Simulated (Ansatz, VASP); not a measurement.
# CdS in VASP and in Ansatz

POSCAR

```
CdS
1.0
   -0.0717168421      2.9392148400      2.9392148400
    2.9392148400     -0.0717168421      2.9392148400
    2.8674979979      2.8674979979      0.0000000000
Cd S
1 1
Direct
   -0.0053866617     -0.0053866617      0.0053866617
    0.2553866617      0.2553866617      0.2446133383
```

INCAR.step1

```
SYSTEM = CdS
PREC = Accurate ; ENCUT = 520
ISMEAR = 0 ; SIGMA = 0.01
LREAL = .FALSE. ; LASPH = .TRUE.
NELM = 100 ; NBANDS = 16
GGA = PE ; ALGO = Normal
EDIFF = 1E-4 ; LWAVE = .TRUE.
LCHARG = .FALSE.
```

The input INCAR.step2:

```
SYSTEM = CdS
PREC = Accurate ; ENCUT = 520
EDIFF = 1E-7 ; ISMEAR = 0
SIGMA = 0.01 ; LREAL = .FALSE.
LASPH = .TRUE. ; NELM = 100
ALGO = Normal ; ISIF = 2
LWAVE = .FALSE. ; LCHARG = .TRUE.
METAGGA = R2SCAN ; LMIXTAU = .TRUE.
LELF = .TRUE. ; LVHAR = .TRUE.
NBANDS = 16 ; ISTART = 1
```

File KPOINTS:

```
Automatic mesh
0
G
  8 8 8
  0 0 0
```

Input for Ansatz:

```yaml
crystal:
  lattice:
    - [-0.0717168421, 2.93921484, 2.93921484]
    - [2.93921484, -0.0717168421, 2.93921484]
    - [2.8674979979, 2.8674979979, 0.0]
  atoms:
    - { symbol: Cd, position: [-0.0053866617, -0.0053866617, 0.0053866617] }
    - { symbol: S, position: [0.2553866617, 0.2553866617, 0.2446133383] }
kpoints:
  mp_grid: { grid: [8, 8, 8] }
  band_path:
    path:
      - [0.0, 0.0, 0.0]
      - [-0.5, -0.5, 0.0]
      - [-0.375, -0.375, 0.25]
      - [-0.375, 0.0, 0.375]
      - [0.0, 0.0, 0.5]
      - [-0.5, -0.25, 0.25]
    npoints: 1
hamiltonian:
  xc: r2scan
scf:
  occupations: { method: fixed }
  n_extra_bands: 4
output:
  forces: true
  stress: true
  eigenvalues: true
```

Change from the starting cell: shear_xy strain -4.9%.

Alike in both runs: task single point; functional r2SCAN; k mesh 8 × 8 × 8; no spin polarisation.

|  | VASP | Ansatz |
| --- | --- | --- |
| version | VASP 6.6.1 | Ansatz 0.2.0 |
| potentials or method | VASP PAW PBE potentials, release 64 (Cd, S) | plane waves, PAW |
| plane-wave cutoff (eV) | 520 | 500 |
| occupations | gaussian, width 0.01 eV | fixed |
| valence electrons in the cell | 18 | 26 |

|  | VASP | Ansatz | Ansatz less VASP |
| --- | --- | --- | --- |
| gap on the k mesh at the Fermi level (eV) | 1.42 | 1.43 | +0.006 |
| pressure (GPa) | 0.2 | -0.1 | -0.30 |
| traceless stress, the component that is largest in VASP (GPa) | 1.28 | 1.27 | -0.008 |
| rms of the force components (eV/Å) | 0.003 | 0.001 | -0.0022 |

VASP's potentials were made for PBE, not for r2SCAN. Atom by atom the forces differ by 0.002 eV/Å (rms over components). VASP's potentials hold 18 valence electrons a cell and Ansatz's 26, so a difference there can come from the potentials and not from the codes.
